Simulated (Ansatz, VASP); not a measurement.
One calculation of Al6H, two programs

```
Al H
1.0
     5.63242    0.00000    0.00000
    -2.81621    4.87782    0.00000
     0.00000    0.00000   23.34886
Al H
12 2
Cartesian
  1.4081 0.8130 8.0000
  0.0000 3.2519 8.0000
  4.2243 0.8130 8.0000
  2.8162 3.2519 8.0000
  2.8162 1.6255 10.2949
  1.4078 4.0651 10.2949
  0.0000 1.6259 10.2927
  -1.4078 4.0651 10.2949
  -1.4084 2.4391 12.5875
  0.0000 -0.0003 12.5875
  1.4084 2.4391 12.5875
  2.8162 0.0000 12.5951
  0.0000 1.6259 15.4585
  0.0000 1.6259 16.2118
```

Alike in both runs: task single point; functional PBE; dispersion D3(BJ); k mesh 4 × 4 × 1; occupations gaussian, width 0.1 eV; no spin polarisation.

|  | VASP | Ansatz |
| --- | --- | --- |
| version | VASP 6.6.1 | Ansatz 0.2.0 |
| potentials or method | VASP PAW PBE potentials, release 64 (Al, H), cutoff 520 eV | scalar-relativistic, plane waves, PAW |
| valence electrons in the cell | 38 | 38 |

```tsv
	VASP	Ansatz	Ansatz less VASP
gap on the k mesh at the Fermi level (eV)	none	none	-
rms of the force components (eV/Å)	0.003	0.006	+0.0023
```

Atom by atom the forces differ by 0.003 eV/Å (rms over components). A gap of «none» marks a metal or a gap that the smearing closes.
